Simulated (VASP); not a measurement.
# BaS in VASP: a series of runs

Runs on BaS. Level: PBE. Tasks: single point.

Program: VASP 6.6.1. These are calculated values, not measurements. Logs are shortened: lines on timing, memory, paths and dates and some standing lists are left out, and cuts for length are marked.

## (1) The cell of the first run

The structure is cubic, space group Fm-3m (No. 225). The conventional cell has a = 6.388 Å, b = 6.388 Å, c = 6.388 Å, α = 90.00°, β = 90.00°, γ = 90.00°. Ba (site symmetry m-3m) has 6 S at 3.19 Å within 4.2 Å. S (site symmetry m-3m) has 6 Ba at 3.19 Å within 4.2 Å.

## (2) Single point, PBE, non-collinear spin, zero start, spin-orbit coupling

Contents of INCAR:

```
PREC = Accurate
ENCUT = 520
EDIFF = 1E-7
ISMEAR = -1
SIGMA = 0.02
LREAL = False
LASPH = True
NELM = 150
ALGO = Normal
ISIF = 2
LWAVE = False
LCHARG = False
MAGMOM = 0 0 0 0 0 0
LORBIT = 11
LSORBIT = True
GGA_COMPAT = False
LORBMOM = True
GGA = PE
NBANDS = 28
```

Contents of KPOINTS:

```
regular mesh
0
Gamma
  8 8 8
```

Contents of POSCAR:

```
BaS
1.0
    0.0000000000      3.1937500000      3.1937500000
    3.1937500000      0.0000000000      3.1937500000
    3.1937500000      3.1937500000      0.0000000000
Ba S
1 1
Direct
    0.0000000000      0.0000000000      0.0000000000
    0.5000000000      0.5000000000      0.5000000000
```

Potentials or basis: VASP PAW PBE potentials, release 64 (Ba_sv, S).

Run with:

```sh
> cat potpaw_PBE.64/Ba_sv/POTCAR potpaw_PBE.64/S/POTCAR > POTCAR
> mpirun -np 1 vasp_ncl > vasp.out
```

OUTCAR:

```text
PREC = Accurate
   ENCUT = 520
   EDIFF = 1E-7
   ISMEAR = -1
   LREAL = False
   LASPH = True
   NELM = 150
   ISIF = 2
   LORBIT = 11
   LSORBIT = True
   GGA = PE

 ion  position               nearest neighbor table
   1  0.000  0.000  0.000-   2 3.19   2 3.19   2 3.19   2 3.19   2 3.19   2 3.19
   2  0.500  0.500  0.500-   1 3.19   1 3.19   1 3.19   1 3.19   1 3.19   1 3.19

  LATTYP: Found a face centered cubic cell.
 ALAT       =     6.3875000000

  Lattice vectors:

 A1 = (   0.0000000000,   3.1937500000,   3.1937500000)
 A2 = (   3.1937500000,   0.0000000000,   3.1937500000)
 A3 = (   3.1937500000,   3.1937500000,   0.0000000000)

Analysis of symmetry for initial positions (statically):
=====================================================================
 Subroutine PRICEL returns:
 Original cell was already a primitive cell.

 Routine SETGRP: Setting up the symmetry group for a
 face centered cubic supercell.

 Subroutine GETGRP returns: Found 48 space group operations
 (whereof 48 operations were pure point group operations)
 out of a pool of 48 trial point group operations.

The static configuration has the point symmetry O_h .

Analysis of symmetry for dynamics (positions and initial velocities):
=====================================================================
 Subroutine PRICEL returns:
 Original cell was already a primitive cell.

 Routine SETGRP: Setting up the symmetry group for a
 face centered cubic supercell.

 Subroutine GETGRP returns: Found 48 space group operations
 (whereof 48 operations were pure point group operations)
 out of a pool of 48 trial point group operations.

The dynamic configuration has the point symmetry O_h .

Analysis of structural, dynamic, and magnetic symmetry:
=====================================================================
 Subroutine PRICEL returns:
 Original cell was already a primitive cell.

 Routine SETGRP: Setting up the symmetry group for a
 face centered cubic supercell.

 Subroutine GETGRP returns: Found 48 space group operations
 (whereof 48 operations were pure point group operations)
 out of a pool of 48 trial point group operations.

The overall configuration has the point symmetry O_h .

 Subroutine INISYM returns: Found 48 space group operations
 (whereof 48 operations are pure point group operations),
 and found     1 'primitive' translations

[... 921 lines left out ...]
 -----------------------------------------------------------------------------------
    total drift:                                0.000000      0.000000      0.000000

  FREE ENERGIE OF THE ION-ELECTRON SYSTEM (eV)
  ---------------------------------------------------
  free  energy   TOTEN  =       -10.3801048613 eV

  energy  without entropy=      -10.3801048613  energy(sigma->0) =      -10.38010486

 orbital moment (x)

 # of ion     p       d       tot
 ----------------------------------------
  1         0.000  -0.000  -0.000
  2         0.000   0.000   0.000
 ----------------------------------------
            0.000  -0.000  -0.000

 orbital moment (y)

 # of ion     p       d       tot
 ----------------------------------------
  1         0.000   0.000   0.000
  2         0.000   0.000   0.000
 ----------------------------------------
            0.000   0.000   0.000

 orbital moment (z)

 # of ion     p       d       tot
 ----------------------------------------
  1        -0.000   0.000  -0.000
  2         0.000   0.000   0.000
 ----------------------------------------
           -0.000   0.000  -0.000

 Spin-Orbit-Coupling matrix elements

 Ion:    1  E_soc:     -0.3890313
 l=   1
     0.0000000    -0.0646351    -0.0646351
    -0.0646351     0.0000000    -0.0646351
    -0.0646351    -0.0646351     0.0000000
 l=   2
     0.0000000    -0.0000137     0.0000000    -0.0000137    -0.0001897
    -0.0000137     0.0000000    -0.0001422    -0.0000137    -0.0000474
     0.0000000    -0.0001422     0.0000000    -0.0001422     0.0000000
    -0.0000137    -0.0000137    -0.0001422     0.0000000    -0.0000474
    -0.0001897    -0.0000474     0.0000000    -0.0000474     0.0000000
 l=   3
     0.0000000     0.0000000     0.0000000     0.0000000     0.0000000     0.0000000     0.0000000
     0.0000000     0.0000000     0.0000000     0.0000000     0.0000000     0.0000000     0.0000000
     0.0000000     0.0000000     0.0000000     0.0000000     0.0000000     0.0000000     0.0000000
     0.0000000     0.0000000     0.0000000     0.0000000     0.0000000     0.0000000     0.0000000
     0.0000000     0.0000000     0.0000000     0.0000000     0.0000000     0.0000000     0.0000000
     0.0000000     0.0000000     0.0000000     0.0000000     0.0000000     0.0000000     0.0000000
     0.0000000     0.0000000     0.0000000     0.0000000     0.0000000     0.0000000     0.0000000

 Ion:    2  E_soc:     -0.0023877
 l=   1
     0.0000000    -0.0003980    -0.0003980
    -0.0003980     0.0000000    -0.0003980
    -0.0003980    -0.0003980     0.0000000
 l=   2
     0.0000000     0.0000000     0.0000000     0.0000000     0.0000000
     0.0000000     0.0000000     0.0000000     0.0000000     0.0000000
     0.0000000     0.0000000     0.0000000     0.0000000     0.0000000
     0.0000000     0.0000000     0.0000000     0.0000000     0.0000000
     0.0000000     0.0000000     0.0000000     0.0000000     0.0000000
 l=   3
     0.0000000     0.0000000     0.0000000     0.0000000     0.0000000     0.0000000     0.0000000
     0.0000000     0.0000000     0.0000000     0.0000000     0.0000000     0.0000000     0.0000000
     0.0000000     0.0000000     0.0000000     0.0000000     0.0000000     0.0000000     0.0000000
     0.0000000     0.0000000     0.0000000     0.0000000     0.0000000     0.0000000     0.0000000
     0.0000000     0.0000000     0.0000000     0.0000000     0.0000000     0.0000000     0.0000000
     0.0000000     0.0000000     0.0000000     0.0000000     0.0000000     0.0000000     0.0000000
     0.0000000     0.0000000     0.0000000     0.0000000     0.0000000     0.0000000     0.0000000

 total charge

# of ion       s       p       d       tot
------------------------------------------
    1        2.011   5.618   0.278   7.906
    2        1.321   2.430   0.000   3.751
--------------------------------------------------
tot          3.332   8.048   0.278  11.657

 magnetization (x)

# of ion       s       p       d       tot
------------------------------------------
    1       -0.000   0.000   0.000  -0.000
    2       -0.000   0.000   0.000  -0.000
--------------------------------------------------
tot         -0.000   0.000   0.000  -0.000

 magnetization (y)

# of ion       s       p       d       tot
------------------------------------------
    1        0.000   0.000   0.000   0.000
    2       -0.000   0.000   0.000  -0.000
--------------------------------------------------
tot          0.000   0.000   0.000   0.000

 magnetization (z)

# of ion       s       p       d       tot
------------------------------------------
    1       -0.000   0.000   0.000  -0.000
    2        0.000   0.000   0.000   0.000
--------------------------------------------------
tot         -0.000   0.000   0.000  -0.000
```

OSZICAR:

```text
N       E                     dE             d eps       ncg     rms          rms(c)
DAV:   1     0.949906613918E+02    0.94991E+02   -0.68187E+03  1624   0.993E+02
DAV:   2    -0.417023206143E+01   -0.99161E+02   -0.91634E+02  2172   0.193E+02
DAV:   3    -0.106932243938E+02   -0.65230E+01   -0.64658E+01  2224   0.501E+01
DAV:   4    -0.108606322894E+02   -0.16741E+00   -0.16720E+00  2368   0.750E+00
DAV:   5    -0.108619932663E+02   -0.13610E-02   -0.13608E-02  2080   0.645E-01    0.481E+00
DAV:   6    -0.103594570842E+02    0.50254E+00   -0.77718E-01  2096   0.576E+00    0.354E+00
DAV:   7    -0.103651819294E+02   -0.57248E-02   -0.26310E-01  2056   0.291E+00    0.180E+00
DAV:   8    -0.103787449722E+02   -0.13563E-01   -0.32382E-02  1772   0.128E+00    0.455E-01
DAV:   9    -0.103792793211E+02   -0.53435E-03   -0.58126E-03  2004   0.617E-01    0.228E-01
DAV:  10    -0.103797208926E+02   -0.44157E-03   -0.14246E-03  1988   0.210E-01    0.989E-02
DAV:  11    -0.103800461726E+02   -0.32528E-03   -0.26573E-04  1760   0.112E-01    0.326E-02
DAV:  12    -0.103801022870E+02   -0.56114E-04   -0.72612E-05  1944   0.580E-02    0.117E-02
DAV:  13    -0.103801046188E+02   -0.23318E-05   -0.33547E-06  2032   0.122E-02    0.393E-03
DAV:  14    -0.103801048673E+02   -0.24850E-06   -0.92623E-07  1788   0.593E-03    0.138E-03
DAV:  15    -0.103801048613E+02    0.59908E-08   -0.30273E-08  1620   0.100E-03
   1 F= -.10380105E+02 E0= -.10380105E+02  d E =-.155031E-11  mag=     0.0000    -0.0000    -0.0000
```

stdout:

```text
POSCAR found type information on POSCAR BaS
 POSCAR found :  2 types and       2 ions
 scaLAPACK will be used
 LDA part: xc-table for (Slater+PW92), standard interpolation
 POSCAR, INCAR and KPOINTS ok, starting setup
 FFT: planning ... GRIDC
 FFT: planning ... GRID_SOFT
 FFT: planning ... GRID
 WAVECAR not read
 entering main loop
```

It took 65 s on 1 thread of Intel Xeon 6975P-C (Granite Rapids), shared host; peak memory 0.4 GiB.

What came out:

```
Free energy                                           : -10.3801 eV
Pressure                                              : 1.4 GPa
Net moment                                            : 0.00 μB per cell
Valence electrons inside the program's atomic spheres : Ba 7.91; S 3.75
```

Moments on the atoms (μB; x, y, z):
```
Ba  0.00 0.00 0.00
S   0.00 0.00 0.00
```

## (3) Single point, PBE (zz strain of -1 %)

Contents of INCAR:

```
SYSTEM = BaS
  PREC = Accurate
  ENCUT = 520
  EDIFF = 1E-7
  ISMEAR = -1
  SIGMA = 0.02
  LREAL = .False.
  LASPH = .True.
  NELM = 60
  ALGO = Normal
  ISIF = 2
  LWAVE = .False.
  LCHARG = .False.
  GGA = PE
  NBANDS = 15
```

Contents of KPOINTS:

```
regular mesh
0
Gamma
  8 8 8
  0 0 0
```

Contents of POSCAR:

```
BaS
1.0
    0.0000000000      3.1937500000      3.1618125000
    3.1937500000      0.0000000000      3.1618125000
    3.1937500000      3.1937500000      0.0000000000
Ba S
1 1
Direct
    0.0000000000      0.0000000000      0.0000000000
    0.5000000000      0.5000000000      0.5000000000
```

Potentials or basis: VASP PAW PBE potentials, release 64 (Ba_sv, S).

Run with:

```sh
> cat potpaw_PBE.64/Ba_sv/POTCAR potpaw_PBE.64/S/POTCAR > POTCAR
> mpirun -np 1 vasp_std > vasp.out
```

It took 40 s on 1 thread of Intel Xeon Platinum 8488C (Sapphire Rapids), shared host; peak memory 0.23 GiB.

The run converged. Its results:

- Free energy: -10.1766 eV
- Pressure: 1.9 GPa
- Band gap on the k mesh: 2.06 eV, indirect (least direct gap 2.20 eV)

Stress tensor (GPa, compression positive):
```
1.61 0.00 0.00
0.00 1.61 0.00
0.00 0.00 2.56
```

Levels at points of the mesh, in eV from the valence-band top:
```csv
k point,band 4,band 5,band 6,band 7,band 8,band 9,band 10,band 11,band 12,band 13
"(0.00, 0.00, 0.00)",-11.12,-10.40,-0.04,-0.04,0.00,3.62,3.82,3.82,3.89,4.75
"(0.50, 0.00, 0.00)",-11.16,-9.11,-1.98,-1.13,-1.13,5.55,5.70,6.31,6.34,8.93
"(0.50, 0.50, 0.00)",-11.32,-10.31,-0.50,-0.17,-0.17,2.06,5.95,6.07,7.52,7.52
"(0.50, 0.00, 0.50)",-11.31,-10.31,-0.55,-0.17,-0.13,2.07,5.91,6.09,7.48,7.57
```

Caveat: the cell differs from its parent crystal (zz strain of -1 %); spin-orbit coupling is left out, which moves the levels of the heavy elements. A k mesh can miss the band edges.

## (4) Single point, PBE (zz strain of +2 %)

Contents of INCAR:

```
SYSTEM = BaS
PREC     = Accurate       ! precision mode
ENCUT    = 520            ! plane-wave cutoff, eV
EDIFF    = 1E-6           ! SCF threshold, eV
ISMEAR   = -1             ! smearing method
SIGMA    = 0.02           ! smearing width, eV
LREAL    = .FALSE.        ! projectors in reciprocal space
LASPH    = .TRUE.         ! aspherical terms in the spheres
NELM     = 60             ! most SCF steps
ALGO     = Normal         ! electronic algorithm
ISIF     = 2              ! what is computed and relaxed
LWAVE    = .FALSE.        ! write WAVECAR
LCHARG   = .TRUE.         ! write CHGCAR
GGA      = PE             ! functional
LELF     = .TRUE.         ! ELF
LVHAR    = .TRUE.       
NBANDS   = 15             ! bands
```

Contents of KPOINTS:

```
Automatic mesh
0
G
  8 8 8
  0 0 0
```

Contents of POSCAR:

```
BaS
1.0
    0.0000000000      3.1937500000      3.2576250000
    3.1937500000      0.0000000000      3.2576250000
    3.1937500000      3.1937500000      0.0000000000
Ba S
1 1
Direct
    0.0000000000      0.0000000000      0.0000000000
    0.5000000000      0.5000000000      0.5000000000
```

Potentials or basis: VASP PAW PBE potentials, release 64 (Ba_sv, S).

Run with:

```sh
> cat potpaw_PBE.64/Ba_sv/POTCAR potpaw_PBE.64/S/POTCAR > POTCAR
> mpirun -np 1 vasp_std > vasp.out
```

OUTCAR:

```text
SYSTEM = BaS
   PREC = Accurate
   ENCUT = 520
   EDIFF = 1E-6
   ISMEAR = -1
   LREAL = .FALSE.
   LASPH = .TRUE.
   NELM = 60
   ISIF = 2
   GGA = PE

 ion  position               nearest neighbor table
   1  0.000  0.000  0.000-   2 3.19   2 3.19   2 3.19   2 3.19   2 3.26   2 3.26
   2  0.500  0.500  0.500-   1 3.19   1 3.19   1 3.19   1 3.19   1 3.26   1 3.26

  LATTYP: Found a body centered tetragonal cell.
 ALAT       =     4.5166445648
 C/A-ratio  =     1.4424978336

[... 620 lines left out ...]

------------------------ aborting loop because EDIFF is reached ----------------------------------------

  FORCE on cell =-STRESS in cart. coord.  units (eV):
  Direction    XX          YY          ZZ          XY          YZ          ZX
  --------------------------------------------------------------------------------------
  -------------------------------------------------------------------------------------
  Total        0.4439567      0.4439567     -0.1836860      0.0000000      0.0000000      0.0000000
  in kB       10.7033151     10.7033151     -4.4284711      0.0000000      0.0000000      0.0000000
  external PRESSURE =       5.6593864 kB  Pullay stress =       0.0000000 kB

 VOLUME and BASIS-vectors are now :
 -----------------------------------------------------------------------------
  energy-cutoff  :      520.00
  volume of cell :       66.46
      direct lattice vectors                 reciprocal lattice vectors
     0.000000000  3.193750000  3.257625000    -0.156555773  0.156555773  0.153486052
     3.193750000  0.000000000  3.257625000     0.156555773 -0.156555773  0.153486052
     3.193750000  3.193750000  0.000000000     0.156555773  0.156555773 -0.153486052

 POSITION                                       TOTAL-FORCE (eV/Angst)
 -----------------------------------------------------------------------------------
      0.00000      0.00000      0.00000         0.000000      0.000000     -0.000000
      3.19375      3.19375      3.25762        -0.000000     -0.000000      0.000000
 -----------------------------------------------------------------------------------
    total drift:                                0.000000      0.000000      0.000000

  FREE ENERGIE OF THE ION-ELECTRON SYSTEM (eV)
  ---------------------------------------------------
  free  energy   TOTEN  =       -10.1886117599 eV

  energy  without entropy=      -10.1886117599  energy(sigma->0) =      -10.18861176
```

OSZICAR:

```text
N       E                     dE             d eps       ncg     rms          rms(c)
DAV:   1     0.841380132832E+02    0.84138E+02   -0.68279E+03  1770   0.927E+02
DAV:   2    -0.555192421470E+01   -0.89690E+02   -0.80976E+02  2429   0.170E+02
DAV:   3    -0.105736067437E+02   -0.50217E+01   -0.49836E+01  2408   0.420E+01
DAV:   4    -0.106757267719E+02   -0.10212E+00   -0.10209E+00  2275   0.621E+00
DAV:   5    -0.106782684077E+02   -0.25416E-02   -0.25416E-02  2431   0.804E-01    0.470E+00
DAV:   6    -0.101703110648E+02    0.50796E+00   -0.69448E-01  2057   0.500E+00    0.321E+00
DAV:   7    -0.101729735505E+02   -0.26625E-02   -0.19011E-01  2247   0.242E+00    0.210E+00
DAV:   8    -0.101869313335E+02   -0.13958E-01   -0.24694E-02  2022   0.112E+00    0.197E-01
DAV:   9    -0.101876331160E+02   -0.70178E-03   -0.33897E-03  2323   0.426E-01    0.160E-01
DAV:  10    -0.101885049659E+02   -0.87185E-03   -0.98931E-04  1840   0.208E-01    0.423E-02
DAV:  11    -0.101886085079E+02   -0.10354E-03   -0.13524E-04  2204   0.699E-02    0.137E-02
DAV:  12    -0.101886118608E+02   -0.33529E-05   -0.73258E-06  2029   0.177E-02    0.303E-03
DAV:  13    -0.101886117599E+02    0.10093E-06   -0.33619E-07  1823   0.392E-03
   1 F= -.10188612E+02 E0= -.10188612E+02  d E =-.705246E-13
```

Wall time 46 s (1 thread of Intel Xeon Platinum 8488C (Sapphire Rapids), shared host); peak memory 0.23 GiB.

Results:

| Property | Result |
| --- | --- |
| Free energy | -10.1886 eV |
| Pressure | 0.6 GPa |
| Band gap on the k mesh | 2.12 eV, indirect (least direct gap 2.26 eV) |

Stress tensor (GPa, compression positive):
```
 1.07  0.00  0.00
 0.00  1.07  0.00
 0.00  0.00 -0.44
```

Caveat: the cell differs from its parent crystal (zz strain of +2 %); spin-orbit coupling is left out, which moves the levels of the heavy elements.

(Continued in part 2 of 2.)
